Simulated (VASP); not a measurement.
# Li2S (Fm-3m) in VASP: further runs

Runs on Li2S. Level: PBE. Tasks: single point.

Everything below comes from runs of VASP 6.6.1. Logs are shortened: lines on timing, memory, paths and dates and some standing lists are left out, and cuts for length are marked.

### 1 The cell of the first run

Symmetry: Fm-3m, No. 225, cubic system. Conventional cell: a = 5.594 Å, b = 5.594 Å, c = 5.594 Å, α = 90.00°, β = 90.00°, γ = 90.00°. Li (site symmetry -43m) has 4 S at 2.42 Å and 6 Li at 2.80 Å within 3.2 Å. Within 3.2 Å of S (site symmetry m-3m) lie 8 Li at 2.42 Å.

### 2 Single point, PBE (volume changed by -5%)

The input, INCAR:

```
ALGO     = Normal         # electronic algorithm
EDIFF    = 1E-6           # SCF threshold, eV
ENCUT    = 750            # plane-wave cutoff, eV
GGA      = PE             # functional
GGA_COMPAT= F            
ISIF     = 2              # what is computed and relaxed
ISMEAR   = 0              # smearing method
LASPH    = T              # aspherical terms in the spheres
LCHARG   = F              # write CHGCAR
LREAL    = F              # projectors in reciprocal space
LWAVE    = F              # write WAVECAR
NBANDS   = 13             # bands
NELM     = 120            # most SCF steps
PREC     = Accurate       # precision mode
SIGMA    = 0.01           # smearing width, eV
```

The input, KPOINTS:

```
k-points
0
Gamma
  4 4 4
```

The input, POSCAR:

```
Li2S
1.0
    0.0000000000      2.7970608902      2.7970608902
    2.7970608902      0.0000000000      2.7970608902
    2.7970608902      2.7970608902      0.0000000000
Li S
2 1
Direct
    0.7500000000      0.7500000000      0.7500000000
    0.2500000000      0.2500000000      0.2500000000
    0.0000000000      0.0000000000      0.0000000000
```

Potentials or basis: VASP PAW PBE potentials, release 64 (Li_sv, S).

Launch:

```bash
cat potpaw_PBE.64/Li_sv/POTCAR potpaw_PBE.64/S/POTCAR > POTCAR
mpirun -np 1 vasp_std > vasp.out
```

OUTCAR:

```text
EDIFF = 1E-6
   ENCUT = 750
   GGA = PE
   ISIF = 2
   ISMEAR = 0
   LASPH = T
   LREAL = F
   NELM = 120
   PREC = Accurate

 ion  position               nearest neighbor table
   1  0.750  0.750  0.750-   3 2.42   3 2.42   3 2.42   3 2.42
   2  0.250  0.250  0.250-   3 2.42   3 2.42   3 2.42   3 2.42
   3  0.000  0.000  0.000-   1 2.42   1 2.42   1 2.42   1 2.42   2 2.42   2 2.42   2 2.42   2 2.42

  LATTYP: Found a face centered cubic cell.
 ALAT       =     5.5941217804

  Lattice vectors:

 A1 = (   0.0000000000,   2.7970608902,   2.7970608902)
 A2 = (   2.7970608902,   0.0000000000,   2.7970608902)
 A3 = (   2.7970608902,   2.7970608902,   0.0000000000)

Analysis of symmetry for initial positions (statically):
=====================================================================
 Subroutine PRICEL returns:
 Original cell was already a primitive cell.

 Routine SETGRP: Setting up the symmetry group for a
 face centered cubic supercell.

 Subroutine GETGRP returns: Found 48 space group operations
 (whereof 48 operations were pure point group operations)
 out of a pool of 48 trial point group operations.

The static configuration has the point symmetry O_h .

Analysis of symmetry for dynamics (positions and initial velocities):
=====================================================================
 Subroutine PRICEL returns:
 Original cell was already a primitive cell.

 Routine SETGRP: Setting up the symmetry group for a
 face centered cubic supercell.

 Subroutine GETGRP returns: Found 48 space group operations
 (whereof 48 operations were pure point group operations)
 out of a pool of 48 trial point group operations.

The dynamic configuration has the point symmetry O_h .

 Subroutine INISYM returns: Found 48 space group operations
 (whereof 48 operations are pure point group operations),
 and found     1 'primitive' translations

----------------------------------------------------------------------------------------

                                     Primitive cell

  volume of cell :      43.7659

  direct lattice vectors                    reciprocal lattice vectors
     0.000000000  2.797060890  2.797060890    -0.178759069  0.178759069  0.178759069
     2.797060890  0.000000000  2.797060890     0.178759069 -0.178759069  0.178759069
     2.797060890  2.797060890  0.000000000     0.178759069  0.178759069 -0.178759069

  length of vectors
     3.955641446  3.955641446  3.955641446     0.309619789  0.309619789  0.309619789

  position of ions in fractional coordinates (direct lattice)
     0.750000000  0.750000000  0.750000000
     0.250000000  0.250000000  0.250000000
     0.000000000  0.000000000  0.000000000

  ion indices of the primitive-cell ions
   primitive index   ion index
                 1           1
                 2           2
                 3           3

----------------------------------------------------------------------------------------

 KPOINTS: k-points

Automatic generation of k-mesh.
 Grid dimensions read from file:
 generate k-points for:    4    4    4

 Generating k-lattice:

  Cartesian coordinates                     Fractional coordinates (reciprocal lattice)
    -0.044689767  0.044689767  0.044689767     0.250000000  0.000000000  0.000000000
     0.044689767 -0.044689767  0.044689767     0.000000000  0.250000000  0.000000000
     0.044689767  0.044689767 -0.044689767     0.000000000  0.000000000  0.250000000

  Length of vectors
     0.077404947  0.077404947  0.077404947

  Shift w.r.t. Gamma in fractional coordinates (k-lattice)
     0.000000000  0.000000000  0.000000000

 Subroutine IBZKPT returns following result:
 ===========================================

 Found      8 irreducible k-points:

 Following reciprocal coordinates:
            Coordinates               Weight
  0.000000  0.000000  0.000000      1.000000
  0.250000  0.000000  0.000000      8.000000
  0.500000  0.000000  0.000000      4.000000
  0.250000  0.250000  0.000000      6.000000
  0.500000  0.250000  0.000000     24.000000
 -0.250000  0.250000  0.000000     12.000000
  0.500000  0.500000  0.000000      3.000000
 -0.250000  0.500000  0.250000      6.000000
   k-points           NKPTS =      8   k-points in BZ     NKDIM =      8   number of bands    NBANDS=     13
   number of dos      NEDOS =    301   number of ions     NIONS =      3
   total plane-waves  NPLWV =  46656
   dimension x,y,z NGX =    36 NGY =   36 NGZ =   36
   dimension x,y,z NGXF=    72 NGYF=   72 NGZF=   72
   ions per type =               2   1
   NGX,Y,Z   is equivalent  to a cutoff of  15.13, 15.13, 15.13 a.u.
   NGXF,Y,Z  is equivalent  to a cutoff of  30.26, 30.26, 30.26 a.u.
 SYSTEM =  unknown system
   PREC   = accura    normal or accurate (medium, high low for compatibility)
   ISTART =      0    job   : 0-new  1-cont  2-samecut
   ICHARG =      2    charge: 1-file 2-atom 10-const
   ISPIN  =      1    spin polarized calculation?
   LNONCOLLINEAR =      F non collinear calculations
   LSORBIT =      F    spin-orbit coupling
   LASPH  =      T    aspherical Exc in radial PAW
   ENCUT  =  750.0 eV  55.12 Ry    7.42 a.u.   8.83  8.83  8.83*2*pi/ulx,y,z
   NELM   =    120;   NELMIN=  2; NELMDL= -5     # of ELM steps
   EDIFF  = 0.1E-05   stopping-criterion for ELM
   LREAL  =      F    real-space projection
   EDIFFG = 0.1E-04   stopping-criterion for IOM
   NSW    =      0    number of steps for IOM
   IBRION =     -1    ionic relax: 0-MD 1-quasi-New 2-CG
   NFREE  =      0    steps in history (QN), initial steepest desc. (CG)
   ISIF   =      2    stress and relaxation
   ISYM   =      2    0-nonsym 1-usesym 2-fastsym
   POTIM  = 0.5000    time-step for ionic-motion
   TEBEG  =    0.0;   TEEND  =   0.0 temperature during run
   PSTRESS=    0.0 pullay stress
   NELECT =      12.0000    total number of electrons
   NUPDOWN=      -1.0000    fix difference up-down
   EMIN   =  10.00;   EMAX   =-10.00  energy-range for DOS
   EFERMI =   0.00;   METHOD = LEGACY
   ISMEAR =     0;   SIGMA  =   0.01  broadening in eV -4-tet -1-fermi 0-gaus
   EFERMI_NEDOS =   21; number of points for ismear=-14 and -15
   IALGO  =     38    algorithm
   IMIX   =      4    mixing-type and parameters
     AMIX     =   0.40;   BMIX     =  1.00
     AMIX_MAG =   1.60;   BMIX_MAG =  1.00
  volume/ion in A,a.u.               =      14.59        98.45
  Fermi-wavevector in a.u.,A,eV,Ry     =   1.063547  2.009812 15.389986  1.131132
  Thomas-Fermi vector in A             =   2.199035
   LORBIT       =      0    0 simple, 1 ext, 2 COOP (PROOUT), +10 PAW based schemes
   GGA     = PE    functional components
   LHFCALC =     F    Hartree Fock is set to
   AEXX    =    0.0000 exact exchange contribution
   IVDW    =     0    specifies the selected vdW correction
   LEPSILON=     F    determine dielectric tensor
   LRPA    =     F    only Hartree local field effects (RPA)
 non-spin polarized calculation
 Gauss-broadening in eV      SIGMA  =   0.01
  energy-cutoff  :      750.00
  volume of cell :       43.77
 maximum number of plane-waves:      2085
   NGX = 17   NGY = 17   NGZ = 17

 number of electron      11.9999996 magnetization

 Free energy of the ion-electron system (eV)
  ---------------------------------------------------
  ext. energy  EPLUGINS =         0.00000000
  ---------------------------------------------------
  free energy    TOTEN  =       -11.96483822 eV

  energy without entropy =      -11.96483822  energy(sigma->0) =      -11.96483822

 E-fermi :   1.9791     XC(G=0):  -8.7154

 val. band max:        1.8193583591   @ k =   0.0000   0.0000   0.0000
 cond. band min:       5.1646940646   @ k =   0.5000   0.5000   0.0000
 fundamental gap:      3.3453357055
 Fermi energy:         1.9790782757

 k-point     1 :       0.0000    0.0000    0.0000
  band No.  band energies     occupation
      1     -42.2644      2.00000
      2     -42.2116      2.00000
      3      -9.3563      2.00000
      4       1.8194      2.00000
      5       1.8194      2.00000
      6       1.8194      2.00000
      7       6.3743      0.00000
      8       8.0664      0.00000
      9       8.0664      0.00000
     10       8.0664      0.00000
     11      13.1383      0.00000
     12      13.1383      0.00000
     13      14.5229      0.00000

 k-point     2 :       0.2500    0.0000    0.0000
  band No.  band energies     occupation
      1     -42.2560      2.00000
      2     -42.2188      2.00000
      3      -9.1344      2.00000
      4       0.0274      2.00000
      5       1.5171      2.00000
      6       1.5171      2.00000
      7       7.4449      0.00000
      8       8.6530      0.00000
      9       8.6530      0.00000
     10       9.4248      0.00000
     11      11.8058      0.00000
     12      11.8058      0.00000
     13      15.2065      0.00000

 k-point     3 :       0.5000    0.0000    0.0000
  band No.  band energies     occupation
      1     -42.2369      2.00000
      2     -42.2368      2.00000
      3      -8.8773      2.00000
      4      -1.2416      2.00000
      5       1.2707      2.00000
      6       1.2707      2.00000
      7       8.1824      0.00000
      8       8.4146      0.00000
      9       8.4146      0.00000
     10      10.5070      0.00000
     11      15.0129      0.00000
     12      15.0223      0.00000
     13      15.0697      0.00000
[... 49 lines left out ...]
 k-point     7 :       0.5000    0.5000    0.0000
  band No.  band energies     occupation
      1     -42.2452      2.00000
      2     -42.2278      2.00000
      3      -8.7396      2.00000
      4      -0.4651      2.00000
      5       0.2865      2.00000
      6       0.2865      2.00000
      7       5.1647      0.00000
      8       9.0489      0.00000
      9      13.3174      0.00000
     10      13.3174      0.00000
     11      14.5290      0.00000
     12      14.5416      0.00000
     13      14.5416      0.00000

 k-point     8 :      -0.2500    0.5000    0.2500
  band No.  band energies     occupation
      1     -42.2365      2.00000
      2     -42.2365      2.00000
      3      -8.7256      2.00000
      4      -0.1217      2.00000
      5      -0.1217      2.00000
      6      -0.0876      2.00000
      7       7.3644      0.00000
      8       9.2954      0.00000
      9      10.9216      0.00000
     10      10.9216      0.00000
     11      14.1878      0.00000
     12      14.1878      0.00000
     13      14.6984      0.00000

------------------------ aborting loop because EDIFF is reached ----------------------------------------

  FORCE on cell =-STRESS in cart. coord.  units (eV):
  Direction    XX          YY          ZZ          XY          YZ          ZX
  --------------------------------------------------------------------------------------
  -------------------------------------------------------------------------------------
  Total        0.7168299      0.7168299      0.7168299     -0.0000000     -0.0000000     -0.0000000
  in kB       26.2416374     26.2416374     26.2416374     -0.0000000     -0.0000000     -0.0000000
  external PRESSURE =      26.2416374 kB  Pullay stress =       0.0000000 kB

 VOLUME and BASIS-vectors are now :
 -----------------------------------------------------------------------------
  energy-cutoff  :      750.00
  volume of cell :       43.77
      direct lattice vectors                 reciprocal lattice vectors
     0.000000000  2.797060890  2.797060890    -0.178759069  0.178759069  0.178759069
     2.797060890  0.000000000  2.797060890     0.178759069 -0.178759069  0.178759069
     2.797060890  2.797060890  0.000000000     0.178759069  0.178759069 -0.178759069

 POSITION                                       TOTAL-FORCE (eV/Angst)
 -----------------------------------------------------------------------------------
      4.19559      4.19559      4.19559         0.000000      0.000000      0.000000
      1.39853      1.39853      1.39853        -0.000000     -0.000000     -0.000000
      0.00000      0.00000      0.00000         0.000000      0.000000      0.000000
 -----------------------------------------------------------------------------------
    total drift:                                0.000000      0.000000      0.000000

  FREE ENERGIE OF THE ION-ELECTRON SYSTEM (eV)
  ---------------------------------------------------
  free  energy   TOTEN  =       -11.9648382208 eV

  energy  without entropy=      -11.9648382208  energy(sigma->0) =      -11.96483822
```

Run time: 20 s. Hardware: 1 thread of Intel Xeon 8259CL, shared host; peak memory 0.19 GiB.

Results:

```yaml
Free_energy: -11.9648 eV
Pressure: 2.6 GPa
Band_gap_on_the_k_mesh: 3.35 eV, indirect (least direct gap 4.55 eV)
```

Levels at points of the mesh, in eV from the valence-band top:
```csv
k point,band 3,band 4,band 5,band 6,band 7,band 8,band 9,band 10
"(0.00, 0.00, 0.00)",-11.18,0.00,0.00,0.00,4.55,6.25,6.25,6.25
"(0.50, 0.00, 0.00)",-10.70,-3.06,-0.55,-0.55,6.36,6.60,6.60,8.69
"(0.50, 0.50, 0.00)",-10.56,-2.28,-1.53,-1.53,3.35,7.23,11.50,11.50
```

Caveat: the k points lie up to 0.49 Å⁻¹ apart.

### 3 Single point, PBE (volume changed by -10%)

The input, INCAR:

```
  ALGO = Normal
  EDIFF = 1E-6
  ENCUT = 750
  GGA = PE
  GGA_COMPAT = F
  ISIF = 2
  ISMEAR = 0
  LASPH = T
  LCHARG = F
  LREAL = F
  LWAVE = F
  NBANDS = 13
  NELM = 120
  PREC = Accurate
  SIGMA = 0.01
```

KPOINTS is that of step 2.

The input, POSCAR:

```
Li2S
1.0
    0.0000000000      2.7471026562      2.7471026562
    2.7471026562      0.0000000000      2.7471026562
    2.7471026562      2.7471026562      0.0000000000
Li S
2 1
Direct
    0.7500000000      0.7500000000      0.7500000000
    0.2500000000      0.2500000000      0.2500000000
    0.0000000000      0.0000000000      0.0000000000
```

Potentials or basis: VASP PAW PBE potentials, release 64 (Li_sv, S).

Launch:

```bash
cat potpaw_PBE.64/Li_sv/POTCAR potpaw_PBE.64/S/POTCAR > POTCAR
mpirun -np 1 vasp_std > vasp.out
```

OUTCAR:

```text
EDIFF = 1E-6
   ENCUT = 750
   GGA = PE
   ISIF = 2
   ISMEAR = 0
   LASPH = T
   LREAL = F
   NELM = 120
   PREC = Accurate

 ion  position               nearest neighbor table
   1  0.750  0.750  0.750-   3 2.38   3 2.38   3 2.38   3 2.38
   2  0.250  0.250  0.250-   3 2.38   3 2.38   3 2.38   3 2.38
   3  0.000  0.000  0.000-   1 2.38   1 2.38   1 2.38   1 2.38   2 2.38   2 2.38   2 2.38   2 2.38

  LATTYP: Found a face centered cubic cell.
 ALAT       =     5.4942053124

  Lattice vectors:

 A1 = (   0.0000000000,   2.7471026562,   2.7471026562)
 A2 = (   2.7471026562,   0.0000000000,   2.7471026562)
 A3 = (   2.7471026562,   2.7471026562,   0.0000000000)

Analysis of symmetry for initial positions (statically):
=====================================================================
 Subroutine PRICEL returns:
 Original cell was already a primitive cell.

 Routine SETGRP: Setting up the symmetry group for a
 face centered cubic supercell.

 Subroutine GETGRP returns: Found 48 space group operations
 (whereof 48 operations were pure point group operations)
[... 164 lines left out ...]
      6       2.1867      2.00000
      7       7.0364      0.00000
      8       8.4435      0.00000
      9       8.4435      0.00000
     10       8.4435      0.00000
     11      13.6411      0.00000
     12      13.6411      0.00000
     13      15.1618      0.00000
[... 98 lines left out ...]
  band No.  band energies     occupation
      1     -41.7823      2.00000
      2     -41.7823      2.00000
      3      -8.4561      2.00000
      4       0.1206      2.00000
      5       0.1268      2.00000
      6       0.1268      2.00000
      7       7.7944      0.00000
      8       9.8443      0.00000
      9      11.4935      0.00000
     10      11.4935      0.00000
     11      15.0179      0.00000
     12      15.0180      0.00000
     13      15.2966      0.00000

------------------------ aborting loop because EDIFF is reached ----------------------------------------

  FORCE on cell =-STRESS in cart. coord.  units (eV):
  Direction    XX          YY          ZZ          XY          YZ          ZX
  --------------------------------------------------------------------------------------
  -------------------------------------------------------------------------------------
  Total        1.4515339      1.4515339      1.4515339     -0.0000000      0.0000000     -0.0000000
  in kB       56.0896964     56.0896964     56.0896964     -0.0000000      0.0000000     -0.0000000
  external PRESSURE =      56.0896964 kB  Pullay stress =       0.0000000 kB

 VOLUME and BASIS-vectors are now :
 -----------------------------------------------------------------------------
  energy-cutoff  :      750.00
  volume of cell :       41.46
      direct lattice vectors                 reciprocal lattice vectors
     0.000000000  2.747102656  2.747102656    -0.182009944  0.182009944  0.182009944
     2.747102656  0.000000000  2.747102656     0.182009944 -0.182009944  0.182009944
     2.747102656  2.747102656  0.000000000     0.182009944  0.182009944 -0.182009944

 POSITION                                       TOTAL-FORCE (eV/Angst)
 -----------------------------------------------------------------------------------
      4.12065      4.12065      4.12065         0.000000      0.000000      0.000000
      1.37355      1.37355      1.37355        -0.000000     -0.000000     -0.000000
      0.00000      0.00000      0.00000         0.000000      0.000000      0.000000
 -----------------------------------------------------------------------------------
    total drift:                                0.000000      0.000000      0.000000

  FREE ENERGIE OF THE ION-ELECTRON SYSTEM (eV)
  ---------------------------------------------------
  free  energy   TOTEN  =       -11.9043351641 eV

  energy  without entropy=      -11.9043351641  energy(sigma->0) =      -11.90433516
```

stdout:

```text
POSCAR found type information on POSCAR LiS
 POSCAR found :  2 types and       3 ions
 scaLAPACK will be used
 LDA part: xc-table for (Slater+PW92), standard interpolation
 POSCAR, INCAR and KPOINTS ok, starting setup
 FFT: planning ... GRIDC
 FFT: planning ... GRID_SOFT
 FFT: planning ... GRID
 WAVECAR not read
 entering main loop
```

Run time: 15 s. Hardware: 1 thread of Intel Xeon 8259CL, shared host; peak memory 0.19 GiB.

What came out:

| Item | Value |
| --- | --- |
| Free energy | -11.9043 eV |
| Pressure | 5.6 GPa |
| Band gap on the k mesh | 3.29 eV, indirect (least direct gap 4.85 eV) |

Caveat: the k points lie up to 0.50 Å⁻¹ apart. A k mesh can miss the band edges.

(Continued in part 2 of 2.)
